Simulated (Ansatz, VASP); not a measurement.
# Two plane-wave programs on Re

```
Re
1.0
     2.73919    0.00000    0.00000
    -1.36959    2.37221    0.00000
     0.00000    0.00000    4.41187
Re
2
Cartesian
  0.0000 1.5815 1.1030
  1.3696 0.7907 3.3089
```

Alike in both runs: task single point; functional LDA; k mesh 13 × 13 × 7; no spin polarisation.

|  | VASP | Ansatz |
| --- | --- | --- |
| version | VASP 6.6.1 | Ansatz 0.2.0 |
| potentials or method | VASP PAW LDA potentials, release 64 (Re), cutoff 600 eV | plane waves (420 eV) with PAW, scalar-relativistic |
| occupations | methfessel-paxton of order 1, width 0.2 eV | cold, width 0.2 eV |
| valence electrons in the cell | 14 | 30 |

Ansatz gave:

- pressure (GPa): -0.3
- traceless stress, the component that is largest in VASP (GPa): 0.25

Q: What did VASP give for the same quantities?

A: Pressure (GPa): 1.4; traceless stress, the component that is largest in VASP (GPa): 0.04.

Ansatz warns that its potentials were made for another functional, while VASP's fit it. LDA's correlation is that of Perdew and Zunger in VASP and of Perdew and Wang (1992) in Ansatz. VASP's potentials hold 14 valence electrons a cell and Ansatz's 30, so a difference there can come from the potentials and not from the codes.

Neither program's run includes spin-orbit coupling.
